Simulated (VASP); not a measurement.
Runs of VASP 6.6.1 on Hf4N. The structure is that of space group Pm-3m (No. 221), or close to it. The cells are those of the table. 

```csv
task,cell,k mesh,cutoff (eV),k mesh for the DOS,occupations for the DOS,gap on the mesh (eV),pressure (GPa),relaxed volume (Å³/atom)
single point,"a = 4.509 Å, 5 atoms",4 × 4 × 4,520,-,-,none,-0.8,-
single point,"a = 4.568 Å, 5 atoms",4 × 4 × 4,520,-,-,none,-6.1,-
relaxation of cell and atoms,"relaxed from a = 4.568 Å, 5 atoms",4 × 4 × 4,600,-,-,none,-0.1,(a)
relaxation of cell and atoms,"relaxed from a = 4.509 Å, 5 atoms",8 × 8 × 8,600,-,-,none,0.0,18.27
single point,"a = 4.512 Å, 5 atoms",8 × 8 × 8,520,-,-,none,-0.8,-
```

Alike in all rows: level PBE; potentials or basis VASP PAW PBE potentials, release 64 (Hf_pv, N); no spin polarisation; smearing gaussian 0.1 eV.

Task: Estimate the missing entries.

Result: (a) 18.25.

Caveats: spin-orbit coupling is left out, which moves the levels of the heavy elements.

A k mesh can miss the band edges, and the runs leave out spin-orbit coupling on Hf.

A gap of «none» marks levels without a gap at the run's occupations.
